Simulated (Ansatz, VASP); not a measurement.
SiC: VASP beside Ansatz

The input INCAR:

```
SYSTEM = SiC
PREC = Accurate ; ENCUT = 520
EDIFF = 1E-6 ; ISMEAR = -1
SIGMA = 0.05 ; LREAL = .FALSE.
LASPH = .TRUE. ; NELM = 100
ALGO = Normal ; ISIF = 2
LWAVE = .FALSE. ; LCHARG = .FALSE.
GGA = PE ; NBANDS = 11
```

Contents of KPOINTS:

```
regular mesh
0
G
  13 13 13
  0 0 0
```

Contents of POSCAR:

```
SiC
1.0
    0.0000000000      2.0160462829      2.0160462829
    2.0160462829      0.0000000000      2.0160462829
    2.0160462829      2.0160462829      0.0000000000
Si C
1 1
Direct
    0.0000000000      0.0000000000      0.0000000000
    0.5000000000      0.5000000000      0.5000000000
```

Input for Ansatz:

```yaml
crystal:
  lattice:
    - [0.0, 2.0160462829, 2.0160462829]
    - [2.0160462829, 0.0, 2.0160462829]
    - [2.0160462829, 2.0160462829, 0.0]
  atoms:
    - { symbol: Si, position: [0.0, 0.0, 0.0] }
    - { symbol: C, position: [0.5, 0.5, 0.5] }
kpoints:
  mp_grid: { grid: [13, 13, 13] }
scf:
  occupations: { method: fermi_dirac, width: 0.05 }
hamiltonian:
  xc: pbe
  pseudopotentials: { kind: all_electron, lapw: { basis_error: 0.00025 } }
output:
  forces: true
  stress: true
  eigenvalues: true
```

Change from the starting cell: volume scaled by 0.98.

Alike in both runs: task single point; functional PBE; k mesh 13 × 13 × 13; occupations fermi-dirac, width 0.05 eV; no spin polarisation.

```csv
,VASP,Ansatz
version,VASP 6.6.1,Ansatz 0.2.0
potentials or method,"VASP PAW PBE potentials, release 64 (Si, C), cutoff 520 eV","all-electron LAPW, scalar-relativistic"
```

|  | VASP | Ansatz | Ansatz less VASP |
| --- | --- | --- | --- |
| pressure (GPa) | 5.2 | 5.3 | +0.03 |

Ansatz ran all-electron here, and VASP with PAW potentials.
